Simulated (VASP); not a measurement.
Here is a VASP 6.6.1 calculation.

Contents of INCAR:

```
SYSTEM = SiGe
PREC = Accurate
ENCUT = 520
EDIFF = 1E-7
ISMEAR = 0
SIGMA = 0.03
LREAL = .False.
LASPH = .True.
NELM = 80
ALGO = Normal
ISIF = 2
LWAVE = .False.
LCHARG = .False.
GGA = PS
NBANDS = 26
```

Contents of KPOINTS:

```
Automatic mesh
0
Gamma
  12 12 6
  0 0 0
```

File POSCAR:

```
SiGe
1.0
    3.9348495701      0.0000000000      0.0000000000
   -1.9674247851      3.4076796878      0.0000000000
    0.0000000000      0.0000000000      6.4999556106
Si Ge
2 2
Direct
    0.6666666667      0.3333333333      0.8745463082
    0.3333333333      0.6666666667      0.3745463082
    0.6666666667      0.3333333333      0.4926925203
    0.3333333333      0.6666666667     -0.0073074797
```

Potentials or basis: VASP PAW PBE potentials, release 64 (Si, Ge_d).

Launch:

```sh
$ cat potpaw_PBE.64/Si/POTCAR potpaw_PBE.64/Ge_d/POTCAR > POTCAR
$ mpirun -np 1 vasp_std > vasp.out
```

(1) What does it give for the band gap on the k mesh?

(2) Estimate the largest force.

Answers

(1) 0.26 eV, direct.

(2) 0.532 eV/Å.

Caveat: the PAW data sets were made with another functional, which shifts forces and pressure a little.
